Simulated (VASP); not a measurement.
# Si2C (I4/mcm) in VASP: notebook

Si2C is run at these levels: PBE; tasks: single point, relaxation of cell and atoms.

All numbers are computed with VASP 6.6.1; they aren't measurements. Logs are shortened: lines on timing, memory, paths and dates and some standing lists are left out, and cuts for length are marked.

## Step 1: The cell of the first run

The structure is tetragonal, space group I4/mcm (No. 140). Conventional cell: a = 5.536 Å, b = 5.536 Å, c = 4.502 Å, α = 90.00°, β = 90.00°, γ = 90.00°. Si (site symmetry m2m) has 4 C at 2.34 Å and 11 Si at 2.57 to 2.94 Å within 3.1 Å. C (site symmetry 422) has 2 C at 2.25 Å and 8 Si at 2.34 Å within 3.0 Å.

## Step 2: Single point, PBE

Input file INCAR:

```
SYSTEM = Si2C
PREC = Accurate
ENCUT = 520
EDIFF = 1E-6
ISMEAR = 0
SIGMA = 0.1
LREAL = .False.
LASPH = .True.
NELM = 80
ALGO = Normal
ISIF = 2
LWAVE = .False.
LCHARG = .False.
GGA = PE
NBANDS = 21
```

Input file KPOINTS:

```
regular mesh
0
Gamma
  6 6 6
  0 0 0
```

Input file POSCAR:

```
Si2C
1.0
   -2.7682051196      2.7682051196      2.2508862659
    2.7682051196     -2.7682051196      2.2508862659
    2.7682051196      2.7682051196     -2.2508862659
Si C
4 2
Direct
    0.6706558671      0.1706558671      0.8413117341
    0.1706558671      0.3293441329      0.5000000000
    0.3293441329      0.8293441329      0.1586882659
    0.8293441329      0.6706558671      0.5000000000
    0.2500000000      0.2500000000      0.0000000000
    0.7500000000      0.7500000000      0.0000000000
```

Potentials or basis: VASP PAW PBE potentials, release 64 (Si, C).

Run with:

```bash
cat potpaw_PBE.64/Si/POTCAR potpaw_PBE.64/C/POTCAR > POTCAR
mpirun -np 1 vasp_std > vasp.out
```

OUTCAR:

```text
SYSTEM = Si2C
   PREC = Accurate
   ENCUT = 520
   EDIFF = 1E-6
   ISMEAR = 0
   LREAL = .False.
   LASPH = .True.
   NELM = 80
   ISIF = 2
   GGA = PE

 ion  position               nearest neighbor table
   1  0.671  0.171  0.841-   5 2.34   6 2.34   5 2.34   6 2.34   3 2.57   3 2.57   3 2.67   4 2.90
                             2 2.90   2 2.90   4 2.90   4 2.94   2 2.94   2 2.94   4 2.94
   2  0.171  0.329  0.500-   6 2.34   5 2.34   5 2.34   6 2.34   4 2.57   4 2.57   4 2.67   1 2.90
                             3 2.90   3 2.90   1 2.90   1 2.94   3 2.94   1 2.94   3 2.94
   3  0.329  0.829  0.159-   5 2.34   6 2.34   5 2.34   6 2.34   1 2.57   1 2.57   1 2.67   4 2.90
                             2 2.90   4 2.90   2 2.90   4 2.94   2 2.94   4 2.94   2 2.94
   4  0.829  0.671  0.500-   5 2.34   6 2.34   6 2.34   5 2.34   2 2.57   2 2.57   2 2.67   3 2.90
                             1 2.90   1 2.90   3 2.90   3 2.94   1 2.94   1 2.94   3 2.94
   5  0.250  0.250  0.000-   3 2.34   1 2.34   2 2.34   2 2.34   4 2.34   4 2.34   3 2.34   1 2.34

   6  0.750  0.750  0.000-   3 2.34   1 2.34   4 2.34   4 2.34   2 2.34   2 2.34   1 2.34   3 2.34

  LATTYP: Found a body centered tetragonal cell.
 ALAT       =     5.5364102392
 C/A-ratio  =     0.8131211990

  Lattice vectors:

 A1 = (  -2.7682051196,   2.7682051196,   2.2508862659)
 A2 = (   2.7682051196,  -2.7682051196,   2.2508862659)
 A3 = (   2.7682051196,   2.7682051196,  -2.2508862659)

Analysis of symmetry for initial positions (statically):
=====================================================================
 Subroutine PRICEL returns:
 Original cell was already a primitive cell.

 Routine SETGRP: Setting up the symmetry group for a
 body centered tetragonal supercell.

 Subroutine GETGRP returns: Found 16 space group operations
 (whereof  8 operations were pure point group operations)
 out of a pool of 16 trial point group operations.

The static configuration has the point symmetry C_4h.
 The point group associated with its full space group is D_4h.

Analysis of symmetry for dynamics (positions and initial velocities):
=====================================================================
 Subroutine PRICEL returns:
 Original cell was already a primitive cell.

 Routine SETGRP: Setting up the symmetry group for a
 body centered tetragonal supercell.

 Subroutine GETGRP returns: Found 16 space group operations
 (whereof  8 operations were pure point group operations)
 out of a pool of 16 trial point group operations.

The dynamic configuration has the point symmetry C_4h.
 The point group associated with its full space group is D_4h.

 Subroutine INISYM returns: Found 16 space group operations
 (whereof  8 operations are pure point group operations),
 and found     1 'primitive' translations

----------------------------------------------------------------------------------------

                                     Primitive cell

  volume of cell :      68.9938

  direct lattice vectors                    reciprocal lattice vectors
    -2.768205120  2.768205120  2.250886266     0.000000000  0.180622453  0.222134724
     2.768205120 -2.768205120  2.250886266     0.180622453  0.000000000  0.222134724
     2.768205120  2.768205120 -2.250886266     0.180622453  0.180622453  0.000000000

  length of vectors
     4.515795406  4.515795406  4.515795406     0.286301076  0.286301076  0.255438723

  position of ions in fractional coordinates (direct lattice)
     0.670655867  0.170655867  0.841311734
     0.170655867  0.329344133  0.500000000
     0.329344133  0.829344133  0.158688266
     0.829344133  0.670655867  0.500000000
     0.250000000  0.250000000  0.000000000
     0.750000000  0.750000000  0.000000000

  ion indices of the primitive-cell ions
   primitive index   ion index
                 1           1
                 2           2
                 3           3
                 4           4
                 5           5
                 6           6

----------------------------------------------------------------------------------------

 KPOINTS: regular mesh

Automatic generation of k-mesh.
 Grid dimensions read from file:
 generate k-points for:    6    6    6

 Generating k-lattice:

  Cartesian coordinates                     Fractional coordinates (reciprocal lattice)
     0.000000000  0.030103742  0.037022454     0.166666667 -0.000000000  0.000000000
     0.030103742  0.000000000  0.037022454    -0.000000000  0.166666667  0.000000000
     0.030103742  0.030103742  0.000000000     0.000000000  0.000000000  0.166666667

  Length of vectors
     0.047716846  0.047716846  0.042573121

  Shift w.r.t. Gamma in fractional coordinates (k-lattice)
     0.000000000  0.000000000  0.000000000

 Subroutine IBZKPT returns following result:
 ===========================================

 Found     30 irreducible k-points:

 Following reciprocal coordinates:
            Coordinates               Weight
  0.000000  0.000000  0.000000      1.000000
  0.166667  0.000000  0.000000      8.000000
  0.333333  0.000000  0.000000      8.000000
  0.500000 -0.000000  0.000000      4.000000
  0.166667  0.166667  0.000000      8.000000
  0.333333  0.166667  0.000000     16.000000
[... 16 lines left out ...]
 -0.333333 -0.333333  0.166667      8.000000
 -0.166667 -0.333333  0.166667      8.000000
 [... further k-points ...]
   k-points           NKPTS =     30   k-points in BZ     NKDIM =     30   number of bands    NBANDS=     21
   number of dos      NEDOS =    301   number of ions     NIONS =      6
   total plane-waves  NPLWV =  46656
   dimension x,y,z NGX =    36 NGY =   36 NGZ =   36
   dimension x,y,z NGXF=    72 NGYF=   72 NGZF=   72
   ions per type =               4   2
   NGX,Y,Z   is equivalent  to a cutoff of  13.25, 13.25, 13.25 a.u.
   NGXF,Y,Z  is equivalent  to a cutoff of  26.51, 26.51, 26.51 a.u.
 SYSTEM =  Si2C
   PREC   = accura    normal or accurate (medium, high low for compatibility)
   ISTART =      0    job   : 0-new  1-cont  2-samecut
   ICHARG =      2    charge: 1-file 2-atom 10-const
   ISPIN  =      1    spin polarized calculation?
   LNONCOLLINEAR =      F non collinear calculations
   LSORBIT =      F    spin-orbit coupling
   LASPH  =      T    aspherical Exc in radial PAW
   ENCUT  =  520.0 eV  38.22 Ry    6.18 a.u.   8.40  8.40  8.40*2*pi/ulx,y,z
   NELM   =     80;   NELMIN=  2; NELMDL= -5     # of ELM steps
   EDIFF  = 0.1E-05   stopping-criterion for ELM
   LREAL  =      F    real-space projection
   EDIFFG = 0.1E-04   stopping-criterion for IOM
   NSW    =      0    number of steps for IOM
   IBRION =     -1    ionic relax: 0-MD 1-quasi-New 2-CG
   NFREE  =      0    steps in history (QN), initial steepest desc. (CG)
   ISIF   =      2    stress and relaxation
   ISYM   =      2    0-nonsym 1-usesym 2-fastsym
   POTIM  = 0.5000    time-step for ionic-motion
   TEBEG  =    0.0;   TEEND  =   0.0 temperature during run
   PSTRESS=    0.0 pullay stress
   NELECT =      24.0000    total number of electrons
   NUPDOWN=      -1.0000    fix difference up-down
   EMIN   =  10.00;   EMAX   =-10.00  energy-range for DOS
   EFERMI =   0.00;   METHOD = LEGACY
   ISMEAR =     0;   SIGMA  =   0.10  broadening in eV -4-tet -1-fermi 0-gaus
   EFERMI_NEDOS =   21; number of points for ismear=-14 and -15
   IALGO  =     38    algorithm
   IMIX   =      4    mixing-type and parameters
     AMIX     =   0.40;   BMIX     =  1.00
     AMIX_MAG =   1.60;   BMIX_MAG =  1.00
  volume/ion in A,a.u.               =      11.50        77.60
  Fermi-wavevector in a.u.,A,eV,Ry     =   1.151353  2.175742 18.036074  1.325614
  Thomas-Fermi vector in A             =   2.288011
   LORBIT       =      0    0 simple, 1 ext, 2 COOP (PROOUT), +10 PAW based schemes
   GGA     = PE    functional components
   LHFCALC =     F    Hartree Fock is set to
   AEXX    =    0.0000 exact exchange contribution
   IVDW    =     0    specifies the selected vdW correction
   LEPSILON=     F    determine dielectric tensor
   LRPA    =     F    only Hartree local field effects (RPA)
 non-spin polarized calculation
 Gauss-broadening in eV      SIGMA  =   0.10
  energy-cutoff  :      520.00
  volume of cell :       68.99
 maximum number of plane-waves:      1875
 NGX is ok and might be reduce to    36
   NGX = 17   NGY = 17   NGZ = 17

 number of electron      24.0000000 magnetization

 Free energy of the ion-electron system (eV)
  ---------------------------------------------------
  ext. energy  EPLUGINS =         0.00000000
  ---------------------------------------------------
  free energy    TOTEN  =       -30.83616738 eV

  energy without entropy =      -30.82419147  energy(sigma->0) =      -30.83017942

 E-fermi :  10.3744     XC(G=0): -11.6723

 val. band max:       10.3449861785   @ k =   0.5000   0.1667   0.0000
 cond. band min:      10.3885146322   @ k =   0.5000   0.5000   0.3333
 fundamental gap:      0.0435284537
 Fermi energy:        10.3743846598

 k-point     1 :       0.0000    0.0000    0.0000
  band No.  band energies     occupation
      1      -6.0486      2.00000
      2       1.6206      2.00000
      3       2.4443      2.00000
      4       3.0764      2.00000
      5       3.0764      2.00000
      6       3.2131      2.00000
[... 13 lines left out ...]
     20      15.5759      0.00000
     21      18.6814      0.00000

 k-point     2 :       0.1667    0.0000    0.0000
  band No.  band energies     occupation
      1      -5.7533      2.00000
      2       0.2713      2.00000
      3       1.6507      2.00000
      4       2.3806      2.00000
      5       3.6636      2.00000
      6       3.8593      2.00000
[... 13 lines left out ...]
     20      15.3132      0.00000
     21      18.0930      0.00000

 k-point     3 :       0.3333    0.0000    0.0000
  band No.  band energies     occupation
      1      -4.8808      2.00000
      2      -1.6766      2.00000
      3       1.1856      2.00000
      4       1.8805      2.00000
      5       2.1626      2.00000
      6       2.6561      2.00000
[... 13 lines left out ...]
     20      16.7028      0.00000
     21      17.3680      0.00000

 k-point     4 :       0.5000   -0.0000    0.0000
  band No.  band energies     occupation
      1      -3.4811      2.00000
      2      -3.4811      2.00000
      3       1.3325      2.00000
      4       1.3325      2.00000
      5       1.9769      2.00000
      6       1.9769      2.00000
[... 13 lines left out ...]
     20      15.4327      0.00000
     21      16.1964      0.00000

 k-point     5 :       0.1667    0.1667    0.0000
  band No.  band energies     occupation
      1      -5.0932      2.00000
      2      -1.3032      2.00000
      3       1.2463      2.00000
      4       1.5580      2.00000
      5       2.9392      2.00000
      6       3.9775      2.00000
[... 13 lines left out ...]
     20      16.0366      0.00000
     21      17.0842      0.00000

 k-point     6 :       0.3333    0.1667    0.0000
  band No.  band energies     occupation
      1      -3.8764      2.00000
      2      -2.8853      2.00000
      3       0.0969      2.00000
      4       1.1743      2.00000
      5       2.3559      2.00000
      6       3.9188      2.00000
[... 13 lines left out ...]
     20      15.8455      0.00000
     21      16.8840      0.00000

 k-point     7 :       0.5000    0.1667    0.0000
  band No.  band energies     occupation
      1      -4.3077      2.00000
      2      -2.1788      2.00000
      3      -0.4799      2.00000
      4       1.7491      2.00000
      5       2.1656      2.00000
      6       4.2933      2.00000
[... 13 lines left out ...]
     20      16.3550      0.00000
     21      17.0235      0.00000
[... 291 lines left out ...]
      1      -4.5460      2.00000
      2      -2.1818      2.00000
      3       0.5131      2.00000
      4       1.9040      2.00000
      5       1.9153      2.00000
      6       4.1168      2.00000
[... 13 lines left out ...]
     20      15.0359      0.00000
     21      15.1184      0.00000

 k-point    21 :      -0.3333    0.5000    0.1667
  band No.  band energies     occupation
      1      -4.2872      2.00000
      2      -1.4327      2.00000
      3      -1.0569      2.00000
      4       0.8911      2.00000
      5       3.2945      2.00000
      6       3.4655      2.00000
[... 13 lines left out ...]
     20      15.6712      0.00000
     21      16.0146      0.00000

 k-point    22 :      -0.1667    0.5000    0.1667
  band No.  band energies     occupation
      1      -3.7626      2.00000
      2      -2.7116      2.00000
      3      -0.0456      2.00000
      4       0.4170      2.00000
      5       3.3064      2.00000
      6       3.7408      2.00000
[... 13 lines left out ...]
     20      15.6603      0.00000
     21      16.6501      0.00000

 k-point    23 :      -0.3333   -0.3333    0.1667
  band No.  band energies     occupation
      1      -3.3362      2.00000
      2      -2.9129      2.00000
      3      -0.7274      2.00000
      4       0.7568      2.00000
      5       2.7574      2.00000
      6       3.4056      2.00000
[... 13 lines left out ...]
     20      15.7987      0.00000
     21      16.4932      0.00000

 k-point    24 :      -0.1667   -0.3333    0.1667
  band No.  band energies     occupation
      1      -4.2819      2.00000
      2      -2.3479      2.00000
      3       0.7687      2.00000
      4       0.9897      2.00000
      5       3.0593      2.00000
      6       3.2399      2.00000
[... 13 lines left out ...]
     20      16.1053      0.00000
     21      16.1212      0.00000

 [... further k-points ...]
[... 5 lines left out ...]
  --------------------------------------------------------------------------------------
  -------------------------------------------------------------------------------------
  Total        0.0052313      0.0052313      0.0201268      0.0000000      0.0000000      0.0000000
  in kB        0.1214808      0.1214808      0.4673848      0.0000000      0.0000000      0.0000000
  external PRESSURE =       0.2367822 kB  Pullay stress =       0.0000000 kB

 VOLUME and BASIS-vectors are now :
 -----------------------------------------------------------------------------
  energy-cutoff  :      520.00
  volume of cell :       68.99
      direct lattice vectors                 reciprocal lattice vectors
    -2.768205120  2.768205120  2.250886266     0.000000000  0.180622453  0.222134724
     2.768205120 -2.768205120  2.250886266     0.180622453  0.000000000  0.222134724
     2.768205120  2.768205120 -2.250886266     0.180622453  0.180622453  0.000000000

 POSITION                                       TOTAL-FORCE (eV/Angst)
 -----------------------------------------------------------------------------------
      0.94482      3.71303      0.00000        -0.003355     -0.003355      0.000000
      1.82338      0.94482      0.00000         0.003355     -0.003355      0.000000
      1.82338     -0.94482      2.25089         0.003355      0.003355     -0.000000
      0.94482      1.82338      2.25089        -0.003355      0.003355      0.000000
      0.00000      0.00000      1.12544        -0.000000      0.000000      0.000000
      0.00000      0.00000      3.37633        -0.000000      0.000000      0.000000
 -----------------------------------------------------------------------------------
    total drift:                               -0.000000     -0.000000      0.000000

  FREE ENERGIE OF THE ION-ELECTRON SYSTEM (eV)
  ---------------------------------------------------
  free  energy   TOTEN  =       -30.8361673770 eV

  energy  without entropy=      -30.8241914680  energy(sigma->0) =      -30.83017942
```

It took 46 s on 1 thread of AMD EPYC 7R43 (Zen 3), shared host; peak memory 0.17 GiB.

What came out:

```
Free energy            : -30.8362 eV
Pressure               : 0.0 GPa
Largest force          : 0.005 eV/Å
Band gap on the k mesh : zero (band 12 reaches 12.65 eV, above the bottom of band 13 at 8.31 eV)
```

Forces in eV/Å, atoms in the order of the input:
```
Si  -0.003 -0.003  0.000
Si   0.003 -0.003  0.000
Si   0.003  0.003  0.000
Si  -0.003  0.003  0.000
C    0.000  0.000  0.000
C    0.000  0.000  0.000
```

(Continued in part 2 of 2.)
